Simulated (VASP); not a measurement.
## Os: single point with PBEsol

The system is Os.

```xyz
1
Lattice="0.0000 1.9105 1.9105 1.9105 0.0000 1.9105 1.9105 1.9105 0.0000" Properties=species:S:1:pos:R:3 pbc="T T T"
Os    0.0000    0.0000    0.0000
```

This isn't the form of Os at room conditions, which is hcp.

| Quantity | Value |
| --- | --- |
| Program | VASP 6.6.1 |
| Task | single point |
| Functional | PBEsol |
| Potentials or basis | VASP PAW PBE potentials, release 64 (Os) |
| Cutoff | 520 eV |
| k mesh | 11 × 11 × 11 |
| Occupations | gaussian, width 0.05 eV |
| Spin | no spin polarisation |

```json
{
 "Pressure": "0.5 GPa",
 "Band gap on the k mesh": "zero (bands 4 and 5 overlap by 4.01 eV)"
}
```

Levels at points of the mesh, in eV from the Fermi level:
```
           k point  band 1  band 2  band 3  band 4  band 5  band 6  band 7  band 8  band 9
(0.00, 0.00, 0.00)  -10.78   -2.91   -2.91   -2.91    0.17    0.17   14.40   20.21   20.21
```

Wall time 13 s on 1 thread of AMD EPYC 7R13, on a shared host, peak memory 0.1 GiB.

Caveat: the PAW data sets were made with another functional, which shifts forces and pressure a little; spin-orbit coupling is left out, which moves the levels of the heavy elements.
